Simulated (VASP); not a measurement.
A run of VASP 6.6.1 is set up as follows.

Contents of INCAR:

```
PREC     = Accurate       # precision mode
ENCUT    = 520            # plane-wave cutoff, eV
EDIFF    = 1E-6           # SCF threshold, eV
ISMEAR   = -5             # smearing method
SIGMA    = 0.05           # smearing width, eV
LREAL    = False          # projectors in reciprocal space
LASPH    = True           # aspherical terms in the spheres
NELM     = 100            # most SCF steps
ALGO     = Normal         # electronic algorithm
ISIF     = 2              # what is computed and relaxed
LWAVE    = False          # write WAVECAR
LCHARG   = False          # write CHGCAR
GGA      = PE             # functional
IVDW     = 12             # dispersion correction
NBANDS   = 28             # bands
```

Contents of KPOINTS:

```
Automatic mesh
0
Gamma
  6 6 6
```

Contents of POSCAR:

```
NaMg3O4
1.0
    4.4110464524      0.0000000000      0.0000000000
    0.0000000000      4.4110464524      0.0000000000
    0.0000000000      0.0000000000      4.4110464524
Mg Na O
3 1 4
Direct
    0.5000000000      0.5000000000      0.0000000000
    0.0000000000      0.5000000000      0.5000000000
    0.5000000000      0.0000000000      0.5000000000
    0.0000000000      0.0000000000      0.0000000000
    0.0000000000      0.5000000000      0.0000000000
    0.5000000000      0.0000000000      0.0000000000
    0.0000000000      0.0000000000      0.5000000000
    0.5000000000      0.5000000000      0.5000000000
```

Potentials or basis: VASP PAW PBE potentials, release 64 (Mg, Na_pv, O).

Command:

```bash
$ cat potpaw_PBE.64/Mg/POTCAR potpaw_PBE.64/Na_pv/POTCAR potpaw_PBE.64/O/POTCAR > POTCAR
$ mpirun -np 1 vasp_std > vasp.out
```

Q: What does it give for the pressure?

A: -9.4 GPa.

Q: What does it give for the dispersion energy per atom?

A: -0.245 eV.

Caveat: an odd number of electrons without spin polarisation forces a metal; a magnetic or distorted state may lie lower; pairwise dispersion overbinds metals, which lowers pressure and volume; tetrahedron occupations give inexact forces and stress in metals.
